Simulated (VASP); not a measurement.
Write the native input for VASP 6.6.1 that does the following.

```
Task                   : single point
Functional             : RPBE
Potentials or basis    : VASP PAW PBE potentials, release 64 (B)
Cutoff                 : 520 eV
k mesh                 : 11 × 11 × 15
Occupations            : fermi-dirac, width 0.1 eV
Spin                   : no spin polarisation
Dipole correction      : no
Further INCAR settings : ALGO = Normal; EDIFF = 1e-06; NBANDS = 12
```

The structure of B lies in POSCAR:

```
B
1.0
    2.8783155179      0.0000000000      0.0000000000
   -1.4391577590      2.4926943586      0.0000000000
    0.0000000000      0.0000000000      2.8427084702
B
3
Direct
    1.0000000000      0.0000000000      0.0000000000
    0.3333333333      0.6666666667      0.5000000000
    0.6666666667      0.3333333333      0.5000000000
```

These files were run (other wordings do the same):

INCAR

```
SYSTEM = B
ALGO     = Normal         ! electronic algorithm
EDIFF    = 1E-6           ! SCF threshold, eV
ENCUT    = 520            ! plane-wave cutoff, eV
GGA      = RP             ! functional
ISIF     = 2              ! what is computed and relaxed
ISMEAR   = -1             ! smearing method
LASPH    = .TRUE.         ! aspherical terms in the spheres
LCHARG   = .TRUE.         ! write CHGCAR
LELF     = .TRUE.         ! ELF
LREAL    = .FALSE.        ! projectors in reciprocal space
LVHAR    = .TRUE.       
LWAVE    = .FALSE.        ! write WAVECAR
NBANDS   = 12             ! bands
NELM     = 80             ! most SCF steps
PREC     = Accurate       ! precision mode
SIGMA    = 0.1            ! smearing width, eV
```

KPOINTS

```
k-points
0
G
  11 11 15
  0 0 0
```

Potentials or basis: VASP PAW PBE potentials, release 64 (B).

Run with:

```console
$ cat potpaw_PBE.64/B/POTCAR > POTCAR
$ mpirun -np 1 vasp_std > vasp.out
```

Results of the run:

```json
{"Pressure": "-0.2 GPa"}
```

Caveat: the PAW data sets were made with another functional, which shifts forces and pressure a little.

Wall time 47 s on 1 thread of AMD EPYC 7R13 (shared host), peak memory 0.12 GiB.
